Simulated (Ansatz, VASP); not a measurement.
## Two plane-wave programs on Au

INCAR

```
SYSTEM = Au
PREC     = Accurate       ! precision mode
ENCUT    = 520            ! plane-wave cutoff, eV
EDIFF    = 1E-7           ! SCF threshold, eV
ISMEAR   = 0              ! smearing method
SIGMA    = 0.15           ! smearing width, eV
LREAL    = .False.        ! projectors in reciprocal space
LASPH    = .True.         ! aspherical terms in the spheres
NELM     = 80             ! most SCF steps
ALGO     = Fast           ! electronic algorithm
ISIF     = 2              ! what is computed and relaxed
LWAVE    = .False.        ! write WAVECAR
LCHARG   = .False.        ! write CHGCAR
GGA      = PS             ! functional
NBANDS   = 12             ! bands
```

The input KPOINTS:

```
Automatic mesh
0
Gamma
  20 20 20
  0 0 0
```

POSCAR

```
Au
1.0
   -1.6158372750      1.6158372750      1.6987007250
    1.6158372750     -1.6158372750      1.6987007250
    1.6158372750      1.6158372750     -1.6987007250
Au
1
Direct
    0.0000000000      0.0000000000      0.0000000000
```

Input for Ansatz:

```yaml
crystal:
  lattice:
    - [-1.615837275, 1.615837275, 1.698700725]
    - [1.615837275, -1.615837275, 1.698700725]
    - [1.615837275, 1.615837275, -1.698700725]
  atoms:
    - { symbol: Au, position: [0.0, 0.0, 0.0] }
basis:
  ecutwfc: 420
kpoints:
  mp_grid: { grid: [20, 20, 20] }
hamiltonian:
  xc: pbesol
scf:
  occupations: { method: gaussian, width: 0.15 }
output:
  forces: true
  stress: true
  eigenvalues: true
```

Change from the starting cell: strain -0.025 along x and y, +0.025 along z, atoms carried along.

Alike in both runs: task single point; functional PBEsol; k mesh 20 × 20 × 20; occupations gaussian, width 0.15 eV; no spin polarisation.

```csv
,VASP,Ansatz
version,VASP 6.6.1,Ansatz 0.2.0
potentials or method,"VASP PAW PBE potentials, release 64 (Au), cutoff 520 eV","scalar-relativistic, plane waves, PAW"
valence electrons in the cell,11,19
```

VASP gave:

| Property | Result |
| --- | --- |
| gap on the k mesh at the Fermi level (eV) | none |
| pressure (GPa) | -6.4 |
| traceless stress, the component that is largest in VASP (GPa) | 0.20 |

Problem. Which values does Ansatz return?

Solution. gap on the k mesh at the Fermi level (eV): none; pressure (GPa): -6.1; traceless stress, the component that is largest in VASP (GPa): 0.19.

VASP's potentials were made for PBE, not for PBEsol. A gap of «none» marks a metal or a gap that the smearing closes. The functional is the same, so the differences come from potentials, cutoffs and numerics. VASP's potentials hold 11 valence electrons a cell and Ansatz's 19, so a difference there can come from the potentials and not from the codes.

Neither program's run includes spin-orbit coupling.
